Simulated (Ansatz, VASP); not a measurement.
Ge: VASP beside Ansatz

File INCAR:

```
ALGO = Normal
EDIFF = 1E-6
ENCUT = 520
GGA = PS
ISIF = 2
ISMEAR = 0
LASPH = T
LCHARG = T
LELF = T
LREAL = F
LVHAR = T
LWAVE = F
NBANDS = 36
NELM = 80
PREC = Accurate
SIGMA = 0.15
```

The input KPOINTS:

```
k-points
0
Gamma
  12 12 8
```

The input POSCAR:

```
Ge
1.0
    4.1008171026      0.0000000000      0.0000000000
   -2.0504085513      3.5514117871      0.0000000000
    0.0000000000      0.0000000000      6.7492899341
Ge
4
Direct
    0.0000000000      0.0000000000      0.0711500000
    0.0000000000      0.0000000000      0.5711500000
    0.3333333333      0.6666666667      0.8211500000
    0.6666666667      0.3333333333      0.3211500000
```

Input for Ansatz:

```yaml
crystal:
  lattice:
    - [4.1008171026, 0.0, 0.0]
    - [-2.0504085513, 3.5514117871, 0.0]
    - [0.0, 0.0, 6.7492899341]
  atoms:
    - { symbol: Ge, position: [0.0, 0.0, 0.07115] }
    - { symbol: Ge, position: [0.0, 0.0, 0.57115] }
    - { symbol: Ge, position: [0.3333333333, 0.6666666667, 0.82115] }
    - { symbol: Ge, position: [0.6666666667, 0.3333333333, 0.32115] }
basis:
  ecutwfc: 420
kpoints:
  mp_grid: { grid: [12, 12, 8] }
hamiltonian:
  xc: pbesol
scf:
  occupations: { method: gaussian, width: 0.15 }
output:
  forces: true
  stress: true
  eigenvalues: true
```

Change from the starting cell: strain +0.080 along x and y, +0.080 along z, atoms carried along.

Alike in both runs: task single point; functional PBEsol; k mesh 12 × 12 × 8; occupations gaussian, width 0.15 eV; no spin polarisation.

|  | VASP | Ansatz |
| --- | --- | --- |
| version | VASP 6.6.1 | Ansatz 0.2.0 |
| potentials or method | VASP PAW PBE potentials, release 64 (Ge_d), cutoff 520 eV | scalar-relativistic, plane waves, PAW |
| valence electrons in the cell | 56 | 56 |

|  | VASP | Ansatz | Ansatz less VASP |
| --- | --- | --- | --- |
| gap on the k mesh at the Fermi level (eV) | none | none | - |
| pressure (GPa) | -10.0 | -10.1 | -0.10 |
| traceless stress, the component that is largest in VASP (GPa) | -1.80 | -1.81 | -0.007 |

VASP's potentials were made for PBE, not for PBEsol. A gap of «none» marks a metal or a gap that the smearing closes.
